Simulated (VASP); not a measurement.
The system is Al.

```
CELL_PARAMETERS angstrom
0.00000 2.02479 2.02479
2.02479 0.00000 2.02479
2.02479 2.02479 0.00000
ATOMIC_POSITIONS crystal
Al 0.00000 0.00000 0.00000
```

| Quantity | Value |
| --- | --- |
| Program | VASP 6.6.1 |
| Task | relaxation of cell and atoms |
| Functional | PBEsol |
| Potentials or basis | VASP PAW PBE potentials, release 64 (Al) |
| Cutoff | 600 eV |
| k mesh | 13 × 13 × 13 |
| Occupations | fermi-dirac, width 0.1 eV |
| Spin | no spin polarisation |

At the start: pressure -2.0 GPa; volume 16.60 Å³/atom.

Question: Where does the relaxation end?

Answer: Over 3 steps the energy falls by 2.7 meV/atom and the volume is 16.18 Å³/atom (-2.5 %); space group Fm-3m (No. 225, to 0.05 Å).

Step by step:
```csv
step,energy change (eV),largest force (eV/Å),pressure (GPa),volume (Å³)
1,0.0000,0.0000,-2.00,16.60
2,-0.0026,0.0000,0.38,16.11
3,-0.0027,0.0000,0.00,16.18
```

Final structure:
```yaml
crystal:
  lattice:
    - [0.00000, 2.00756, 2.00756]
    - [2.00756, 0.00000, 2.00756]
    - [2.00756, 2.00756, 0.00000]
  atoms:
    - { symbol: Al, position: [0.00000, 0.00000, 0.00000] }
```

Caveat: the PAW data sets were made with another functional, which shifts forces and pressure a little.
